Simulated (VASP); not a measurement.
# NaMg2Cl5 in VASP: a series of runs

The runs below take NaMg2Cl5 through single point, with PBE.

Program: VASP 6.6.1. These are calculated values, not measurements. Logs are shortened: lines on timing, memory, paths and dates and some standing lists are left out, and cuts for length are marked.

## (1) The cell of the first run

The cell holds an amorphous packing of atoms, 24 atoms: a = 8.493 Å, b = 8.385 Å, c = 8.438 Å, α = 89.37°, β = 86.00°, γ = 91.90°.

## (2) Single point, PBE

The input, INCAR:

```
PREC = Accurate
ENCUT = 520
EDIFF = 1E-7
ISMEAR = -1
SIGMA = 0.0552
LREAL = Auto
LASPH = True
NELM = 60
ALGO = Normal
ISIF = 2
LWAVE = False
LCHARG = True
GGA = PE
LELF = True
LVHAR = True
ISYM = 0
NBANDS = 87
```

The input, KPOINTS:

```
regular mesh
0
Gamma
  1 1 1
```

The input, POSCAR:

```
NaMg2Cl5
1.0
    8.4867630000     -0.1409510000      0.2958770000
   -0.1409510000      8.3834470000      0.0484200000
    0.2958770000      0.0484200000      8.4326000000
Na Cl Mg
3 15 6
Direct
    0.6096248530      0.3770770927     -0.1358444662
    0.9887801912      0.4009252311      0.5997548661
    0.2126655580      0.0970448145      0.8727254041
   -0.0610175552      0.1302291949      0.7036960123
    0.1498929922      0.6534850236      0.4166564721
    0.7888302629      0.8523210281      0.3745610943
    0.4111588643      0.9085280134      0.3593929064
    0.7363085758     -0.1590220984      0.9484255245
    0.4153123164      0.5769699939      0.1305518761
    0.3558855220      0.3881630830      0.6097023223
    0.0803412019      0.8931524569      0.1153012646
    0.7584368897      0.3029158299      0.3302898019
    0.3165962001      0.7629107003      0.8314979164
    0.4291858514      0.1747250438      0.0824872034
    0.6397281265      0.6244879312      0.6505750843
    0.1233440337      0.2498829047      0.3467240243
    0.0189657168      0.4540596720      0.9261470853
    0.5224827078      0.0772862952      0.6884944361
    0.7476785440     -0.0970133326      0.6567569316
    0.4199027720      0.2142436459      0.4138055582
    0.4608011283      0.8955868116      0.0222183231
    0.3968609460      0.6702059439      0.5454138228
    0.9152197958      0.0928352259      0.2983054373
    0.1466894987      0.6031644979      0.1306780502
```

Potentials or basis: VASP PAW PBE potentials, release 64 (Na_pv, Cl, Mg).

Command:

```
$ cat potpaw_PBE.64/Na_pv/POTCAR potpaw_PBE.64/Cl/POTCAR potpaw_PBE.64/Mg/POTCAR > POTCAR
$ mpirun -np 1 vasp_gam > vasp.out
```

OUTCAR:

```text
PREC = Accurate
   ENCUT = 520
   EDIFF = 1E-7
   ISMEAR = -1
   LREAL = Auto
   LASPH = True
   NELM = 60
   ISIF = 2
   GGA = PE
   ISYM = 0

 ion  position               nearest neighbor table
   1  0.610  0.377  0.864-  15 2.73
   2  0.989  0.401  0.600-   4 2.44  16 2.70
   3  0.213  0.097  0.873-  14 2.71  21 3.07
   4  0.939  0.130  0.704-   2 2.44  19 2.52
   5  0.150  0.653  0.417-  22 2.43  24 2.46
   6  0.789  0.852  0.375-  23 2.32  19 2.43
   7  0.411  0.909  0.359-  22 2.52  20 2.61  21 2.85
   8  0.736  0.841  0.948-  21 2.44  19 2.50
   9  0.415  0.577  0.131-  24 2.30  21 2.82
  10  0.356  0.388  0.610-  20 2.27  22 2.43
  11  0.080  0.893  0.115-  24 2.52  23 2.66
  12  0.758  0.303  0.330-  23 2.25  20 2.98
  13  0.317  0.763  0.831-  21 2.36  22 2.60  24 3.09
  14  0.429  0.175  0.082-  21 2.42   3 2.71  20 2.81
  15  0.640  0.624  0.651-  22 2.34  19 2.48   1 2.73
  16  0.123  0.250  0.347-  23 2.23  20 2.65   2 2.70
  17  0.019  0.454  0.926-  24 2.44
  18  0.522  0.077  0.688-  19 2.45  20 2.78
  19  0.748  0.903  0.657-   6 2.43  18 2.45  15 2.48   8 2.50   4 2.52  23 3.58
  20  0.420  0.214  0.414-  10 2.27   7 2.61  16 2.65  18 2.78  14 2.81  12 2.98
  21  0.461  0.896  0.022-  13 2.36  14 2.42   8 2.44   9 2.82   7 2.85   3 3.07  24 3.63
  22  0.397  0.670  0.545-  15 2.34  10 2.43   5 2.43   7 2.52  13 2.60
  23  0.915  0.093  0.298-  16 2.23  12 2.25   6 2.32  11 2.66  19 3.58
  24  0.147  0.603  0.131-   9 2.30  17 2.44   5 2.46  11 2.52  13 3.09  21 3.63

IMPORTANT INFORMATION: All symmetrisations will be switched off!
NOSYMM: (Re-)initialisation of all symmetry stuff for point group C_1.

----------------------------------------------------------------------------------------

                                     Primitive cell

  volume of cell :     599.0400

  direct lattice vectors                    reciprocal lattice vectors
     8.486763000 -0.140951000  0.295877000     0.118008664  0.002008062 -0.004152133
    -0.140951000  8.383447000  0.048420000     0.002008062  0.119320803 -0.000755598
     0.295877000  0.048420000  8.432600000    -0.004152133 -0.000755598  0.118737413

  length of vectors
     8.493088755  8.384771630  8.437928090     0.118098760  0.119340090  0.118812391

  position of ions in fractional coordinates (direct lattice)
     0.609624853  0.377077093  0.864155534
     0.988780191  0.400925231  0.599754866
     0.212665558  0.097044815  0.872725404
     0.938982445  0.130229195  0.703696012
     0.149892992  0.653485024  0.416656472
     0.788830263  0.852321028  0.374561094
[... 16 lines left out ...]
     0.915219796  0.092835226  0.298305437
     0.146689499  0.603164498  0.130678050

  ion indices of the primitive-cell ions
   primitive index   ion index
                 1           1
                 2           2
                 3           3
                 4           4
                 5           5
                 6           6
[... 16 lines left out ...]
                23          23
                24          24

----------------------------------------------------------------------------------------

 KPOINTS: regular mesh

Automatic generation of k-mesh.
 Grid dimensions read from file:
 generate k-points for:    1    1    1

 Generating k-lattice:

  Cartesian coordinates                     Fractional coordinates (reciprocal lattice)
     0.118008664  0.002008062 -0.004152133     1.000000000 -0.000000000  0.000000000
     0.002008062  0.119320803 -0.000755598     0.000000000  1.000000000  0.000000000
    -0.004152133 -0.000755598  0.118737413     0.000000000  0.000000000  1.000000000

  Length of vectors
     0.118098760  0.119340090  0.118812391

  Shift w.r.t. Gamma in fractional coordinates (k-lattice)
     0.000000000  0.000000000  0.000000000

 Subroutine IBZKPT returns following result:
 ===========================================

 Found      1 irreducible k-points:

 Following reciprocal coordinates:
            Coordinates               Weight
  0.000000  0.000000  0.000000      1.000000
   k-points           NKPTS =      1   k-points in BZ     NKDIM =      1   number of bands    NBANDS=     87
   number of dos      NEDOS =    301   number of ions     NIONS =     24
   total plane-waves  NPLWV = 262144
   dimension x,y,z NGX =    64 NGY =   64 NGZ =   64
   dimension x,y,z NGXF=   128 NGYF=  128 NGZF=  128
   ions per type =               3  15   6
   NGX,Y,Z   is equivalent  to a cutoff of  12.53, 12.69, 12.61 a.u.
   NGXF,Y,Z  is equivalent  to a cutoff of  25.06, 25.38, 25.22 a.u.
 SYSTEM =  unknown system
   PREC   = accura    normal or accurate (medium, high low for compatibility)
   ISTART =      0    job   : 0-new  1-cont  2-samecut
   ICHARG =      2    charge: 1-file 2-atom 10-const
   ISPIN  =      1    spin polarized calculation?
   LNONCOLLINEAR =      F non collinear calculations
   LSORBIT =      F    spin-orbit coupling
   LASPH  =      T    aspherical Exc in radial PAW
   ENCUT  =  520.0 eV  38.22 Ry    6.18 a.u.  15.79 15.59 15.69*2*pi/ulx,y,z
   NELM   =     60;   NELMIN=  2; NELMDL= -5     # of ELM steps
   EDIFF  = 0.1E-06   stopping-criterion for ELM
   LREAL  =      T    real-space projection
   EDIFFG = 0.1E-05   stopping-criterion for IOM
   NSW    =      0    number of steps for IOM
   IBRION =     -1    ionic relax: 0-MD 1-quasi-New 2-CG
   NFREE  =      0    steps in history (QN), initial steepest desc. (CG)
   ISIF   =      2    stress and relaxation
   ISYM   =      0    0-nonsym 1-usesym 2-fastsym
   POTIM  = 0.5000    time-step for ionic-motion
   TEBEG  =    0.0;   TEEND  =   0.0 temperature during run
   PSTRESS=    0.0 pullay stress
   NELECT =     138.0000    total number of electrons
   NUPDOWN=      -1.0000    fix difference up-down
   EMIN   =  10.00;   EMAX   =-10.00  energy-range for DOS
   EFERMI =   0.00;   METHOD = LEGACY
   ISMEAR =    -1;   SIGMA  =   0.06  broadening in eV -4-tet -1-fermi 0-gaus
   EFERMI_NEDOS =   21; number of points for ismear=-14 and -15
   IALGO  =     38    algorithm
   IMIX   =      4    mixing-type and parameters
     AMIX     =   0.40;   BMIX     =  1.00
     AMIX_MAG =   1.60;   BMIX_MAG =  1.00
  volume/ion in A,a.u.               =      24.96       168.44
  Fermi-wavevector in a.u.,A,eV,Ry     =   1.003574  1.896479 13.703245  1.007160
  Thomas-Fermi vector in A             =   2.136134
   LORBIT       =      0    0 simple, 1 ext, 2 COOP (PROOUT), +10 PAW based schemes
   GGA     = PE    functional components
   LHFCALC =     F    Hartree Fock is set to
   AEXX    =    0.0000 exact exchange contribution
   IVDW    =     0    specifies the selected vdW correction
   LEPSILON=     F    determine dielectric tensor
   LRPA    =     F    only Hartree local field effects (RPA)
 non-spin polarized calculation
  energy-cutoff  :      520.00
  volume of cell :      599.04
 maximum number of plane-waves:      8062
 NGX is ok and might be reduce to    64
   NGX = 31   NGY = 31   NGZ = 31

 number of electron     137.9999983 magnetization

 Free energy of the ion-electron system (eV)
  ---------------------------------------------------
  ext. energy  EPLUGINS =         0.00000000
  ---------------------------------------------------
  free energy    TOTEN  =       -79.13428653 eV

  energy without entropy =      -79.13428653  energy(sigma->0) =      -79.13428653

 E-fermi :   1.3372     XC(G=0):  -7.8698

 val. band max:       -0.0098138247   @ k =   0.0000   0.0000   0.0000
 cond. band min:       3.7419404341   @ k =   0.0000   0.0000   0.0000
 fundamental gap:      3.7517542588
 Fermi energy:         1.3372233875

 k-point     1 :       0.0000    0.0000    0.0000
  band No.  band energies     occupation
      1     -22.4493      2.00000
      2     -22.4323      2.00000
      3     -22.4163      2.00000
      4     -22.1645      2.00000
      5     -22.1475      2.00000
      6     -22.1326      2.00000
[... 73 lines left out ...]
     80       6.9671      0.00000
     81       7.0944      0.00000
 [bands above 81 left out]

------------------------ aborting loop because EDIFF is reached ----------------------------------------

  FORCE on cell =-STRESS in cart. coord.  units (eV):
  Direction    XX          YY          ZZ          XY          YZ          ZX
  --------------------------------------------------------------------------------------
  -------------------------------------------------------------------------------------
  Total        9.7062713      5.9031177      1.0840147      2.0872251     -3.1110676     -1.2397386
  in kB       25.9601489     15.7883301      2.8992785      5.5824398     -8.3207830     -3.3157736
  external PRESSURE =      14.8825858 kB  Pullay stress =       0.0000000 kB

 VOLUME and BASIS-vectors are now :
 -----------------------------------------------------------------------------
  energy-cutoff  :      520.00
  volume of cell :      599.04
      direct lattice vectors                 reciprocal lattice vectors
     8.486763000 -0.140951000  0.295877000     0.118008664  0.002008062 -0.004152133
    -0.140951000  8.383447000  0.048420000     0.002008062  0.119320803 -0.000755598
     0.295877000  0.048420000  8.432600000    -0.004152133 -0.000755598  0.118737413

 POSITION                                       TOTAL-FORCE (eV/Angst)
 -----------------------------------------------------------------------------------
      5.37628      3.11712      7.48571        -0.040759     -0.024282      0.229953
      8.51249      3.25081      5.36946         0.126005      0.890322     -0.279273
      2.04938      0.82585      7.42697        -0.540326      0.144384     -0.261112
      8.15877      0.99349      6.21812        -0.294257     -1.200222      0.083023
      1.30328      5.47750      3.58949        -0.833883     -0.427195      0.573679
      6.68530      7.05234      3.43319         0.131275      0.334805      0.553331
[... 16 lines left out ...]
      7.84243      0.66372      2.79078         0.074555     -1.314384     -0.437456
      1.19857      5.04225      1.17456        -0.511231      0.250670     -0.318799
 -----------------------------------------------------------------------------------
    total drift:                               -0.002552      0.000825     -0.002284

  FREE ENERGIE OF THE ION-ELECTRON SYSTEM (eV)
  ---------------------------------------------------
  free  energy   TOTEN  =       -79.1342865271 eV

  energy  without entropy=      -79.1342865270  energy(sigma->0) =      -79.13428653
```

Run time: 98 s. Hardware: 1 thread of Intel Xeon Platinum 8259CL at 2.50GHz (Skylake/Cascade Lake), shared host; peak memory 0.53 GiB.

What came out:

| Property | Result |
| --- | --- |
| Free energy | -79.1343 eV |
| Pressure | 1.5 GPa |
| Largest force | 1.658 eV/Å |
| Band gap on the k mesh | 3.75 eV |

Forces in eV/Å, atoms in the order of the input:
```
Na  -0.041 -0.024  0.230
Na   0.126  0.890 -0.279
Na  -0.540  0.144 -0.261
Cl  -0.294 -1.200  0.083
Cl  -0.834 -0.427  0.574
Cl   0.131  0.335  0.553
Cl   0.284  0.672  0.022
Cl  -0.555  0.332  0.045
Cl   0.749 -0.119  0.091
Cl  -0.370  0.267  0.528
Cl   0.274  0.342 -0.197
Cl  -1.433  0.382  0.085
Cl  -0.580  0.186 -0.786
Cl   0.273 -0.026 -0.104
Cl   0.794 -0.100 -0.162
Cl   1.444  0.284 -0.131
Cl   0.106  0.158  0.581
Cl   0.269  0.072 -0.171
Mg   0.058  0.241  0.479
Mg   0.371 -1.292 -0.971
Mg   0.737 -0.616  0.734
Mg  -0.532  0.560 -0.187
Mg   0.075 -1.314 -0.437
Mg  -0.511  0.251 -0.319
```

Caveat: the k points lie up to 0.75 Å⁻¹ apart.

[end of part 1 of 2]
